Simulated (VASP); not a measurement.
Wanted: the native input for a VASP 6.6.1 run.

- Task: single point
- Functional: PBEsol
- Potentials or basis: VASP PAW PBE potentials, release 64 (Ga_d)
- Cutoff: 520 eV
- k mesh: 7 × 7 × 6
- Occupations: fermi-dirac, width 0.05 eV
- Spin: no spin polarisation
- Dipole correction: no
- Further INCAR settings: ALGO = Fast; EDIFF = 1e-07; NBANDS = 34

The structure of Ga lies in POSCAR:

```
Ga
1.0
    2.3058543979     -3.9056269163      0.0000000000
    2.3058543979      3.9056269163      0.0000000000
    0.0000000000      0.0000000000      4.6127284086
Ga
4
Direct
    0.3451000000      0.6549000000      0.4190000000
    0.1549000000      0.8451000000      0.9190000000
    0.6549000000      0.3451000000      0.5810000000
    0.8451000000      0.1549000000      0.0810000000
```

One way to write it, as run:

INCAR

```
  ALGO = Fast
  EDIFF = 1E-7
  ENCUT = 520
  GGA = PS
  ISIF = 2
  ISMEAR = -1
  LASPH = True
  LCHARG = False
  LREAL = False
  LWAVE = False
  NBANDS = 34
  NELM = 100
  PREC = Accurate
  SIGMA = 0.05
```

KPOINTS

```
k-points
0
Gamma
  7 7 6
```

Potentials or basis: VASP PAW PBE potentials, release 64 (Ga_d).

Run with:

```console
$ cat potpaw_PBE.64/Ga_d/POTCAR > POTCAR
$ mpirun -np 1 vasp_std > vasp.out
```

It gave:

```json
{
 "Pressure": "-4.1 GPa",
 "Largest force": "0.116 eV/Å",
 "Band gap on the k mesh": "zero (band 26 reaches 4.75 eV, above the bottom of band 27 at 3.51 eV)"
}
```

Caveat: the PAW data sets were made with another functional, which shifts forces and pressure a little.

It took 76 s on 1 thread of Intel(R) Xeon(R) 6975P-C (Granite Rapids), with other jobs on the host, peak memory 0.28 GiB.
